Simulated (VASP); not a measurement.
Set up this calculation in VASP 6.6.1, as the native input.

- Task: single point
- Functional: PBEsol
- Potentials or basis: VASP PAW PBE potentials, release 64 (B, N)
- Cutoff: 520 eV
- k mesh: 12 × 12 × 12
- Occupations: gaussian, width 0.02 eV
- Spin: no spin polarisation
- Dipole correction: no
- Further INCAR settings: ALGO = Normal; EDIFF = 1e-06; NBANDS = 11

The structure of BN lies in POSCAR:

```
BN
1.0
    0.0000181300      1.7914262881      1.8058033860
    1.7967746410     -0.0037710421      1.8095925581
    1.8004187731      1.7988595922     -0.0074151741
B N
1 1
Direct
    0.0040761147     -0.0105129561      0.0111527793
    0.7459238853      0.7605129561      0.7388472207
```

This cell differs from its parent crystal: atoms moved at random and the cell strained at random.

These files were run (other wordings do the same):

INCAR

```
  ALGO = Normal
  EDIFF = 1E-6
  ENCUT = 520
  GGA = PS
  ISIF = 2
  ISMEAR = 0
  LASPH = T
  LCHARG = F
  LREAL = F
  LWAVE = F
  NBANDS = 11
  NELM = 60
  PREC = Accurate
  SIGMA = 0.02
```

KPOINTS

```
k-points
0
Gamma
  12 12 12
```

Potentials or basis: VASP PAW PBE potentials, release 64 (B, N).

Command:

```console
$ cat potpaw_PBE.64/B/POTCAR potpaw_PBE.64/N/POTCAR > POTCAR
$ mpirun -np 1 vasp_std > vasp.out
```

Results of the run:

```yaml
Pressure: 1.9 GPa
Largest_force: 1.466 eV/Å
Band_gap_on_the_k_mesh: 3.71 eV (least direct gap 7.94 eV)
```

Caveat: the cell differs from its parent crystal (atoms moved at random and the cell strained at random); the PAW data sets were made with another functional, which shifts forces and pressure a little.

Wall time 3 min on 1 thread of AMD EPYC 7R13, on a shared host, peak memory 0.18 GiB.
